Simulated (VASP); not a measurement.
The system is CoSn.

```xyz
6
Lattice="5.2460 0.0000 0.0000 -2.6230 4.5432 0.0000 0.0000 0.0000 4.1876" Properties=species:S:1:pos:R:3 pbc="T T T"
Co   -1.3115    2.2716    0.0000
Co    1.3115    2.2716    0.0000
Co    2.6230    0.0000    0.0000
Sn    2.6230    1.5144    2.0938
Sn    0.0000    3.0288    2.0938
Sn    0.0000    0.0000    0.0000
```

```yaml
Program: VASP 6.6.1
Task: relaxation of cell and atoms
Functional: PBE
Potentials_or_basis: VASP PAW PBE potentials, release 64 (Co, Sn_d)
Cutoff: 600 eV
k_mesh: 12 × 12 × 12
Occupations: gaussian, width 0.03 eV
Spin: no spin polarisation
```

At the start: pressure 4.0 GPa; volume 16.63 Å³/atom.

Q: Where does the relaxation end?

A: Over 6 steps the energy falls by 5.8 meV/atom and the volume is 17.12 Å³/atom (+2.9 %); space group P6/mmm (No. 191, to 0.1 Å) before and after.

Step by step:
```csv
step,energy change (eV),largest force (eV/Å),pressure (GPa),volume (Å³)
1,0.0000,0.0000,3.96,99.81
2,0.0013,0.0000,-3.56,105.86
3,-0.0348,0.0000,0.01,102.73
4,-0.0348,0.0000,-0.07,102.79
5,-0.0348,0.0000,0.05,102.68
6,-0.0348,0.0000,0.01,102.72
```

Final structure:
```yaml
crystal:
  lattice:
    - [5.29646, 0.00000, 0.00000]
    - [-2.64823, 4.58687, 0.00000]
    - [0.00000, 0.00000, 4.22802]
  atoms:
    - { symbol: Co, position: [0.00000, 0.50000, 0.00000] }
    - { symbol: Co, position: [0.50000, 0.50000, 0.00000] }
    - { symbol: Co, position: [0.50000, 0.00000, 0.00000] }
    - { symbol: Sn, position: [0.66667, 0.33333, 0.50000] }
    - { symbol: Sn, position: [0.33333, 0.66667, 0.50000] }
    - { symbol: Sn, position: [0.00000, 0.00000, 0.00000] }
```

Caveat: the run has no spin polarisation, though such a crystal can be magnetic.
